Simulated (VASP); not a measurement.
Write the native input for VASP 6.6.1 that does the following.

| Quantity | Value |
| --- | --- |
| Task | single point |
| Functional | revPBE |
| Potentials or basis | VASP PAW PBE potentials, release 64 (Zr_sv) |
| Cutoff | 520 eV |
| k mesh | 13 × 13 × 7 |
| Occupations | fermi-dirac, width 0.1 eV |
| Spin | no spin polarisation |
| Dipole correction | no |
| Further INCAR settings | ALGO = Normal; EDIFF = 1e-06; NBANDS = 19 |

The structure of Zr lies in POSCAR:

```
Zr
1.0
   -1.7218353316      2.0955088439      1.5346875085
    2.0955088439     -1.7218353316      1.5346875085
    3.4736750281      3.4736750281     -0.8503037862
Zr
2
Direct
    0.0415204800      0.9584795200      0.0000000000
    0.7084795200      0.2915204800      0.5000000000
```

The input as run:

INCAR

```
SYSTEM = Zr
ALGO = Normal
EDIFF = 1E-6
ENCUT = 520
GGA = RE
ISIF = 2
ISMEAR = -1
LASPH = .True.
LCHARG = .True.
LELF = .True.
LREAL = .False.
LVHAR = .True.
LWAVE = .False.
NBANDS = 19
NELM = 60
PREC = Accurate
SIGMA = 0.1
```

KPOINTS

```
k-points
0
Gamma
  13 13 7
  0 0 0
```

Potentials or basis: VASP PAW PBE potentials, release 64 (Zr_sv).

Command:

```console
$ cat potpaw_PBE.64/Zr_sv/POTCAR > POTCAR
$ mpirun -np 1 vasp_std > vasp.out
```

Results of the run:

```
Pressure               : 14.1 GPa
Band gap on the k mesh : zero (bands 12 and 13 overlap by 1.23 eV)
```

Caveat: the cell stands under pressure; the PAW data sets were made with another functional, which shifts forces and pressure a little.

It took 4.7 min on 1 thread of Intel Xeon 8259CL (shared host), peak memory 0.32 GiB.
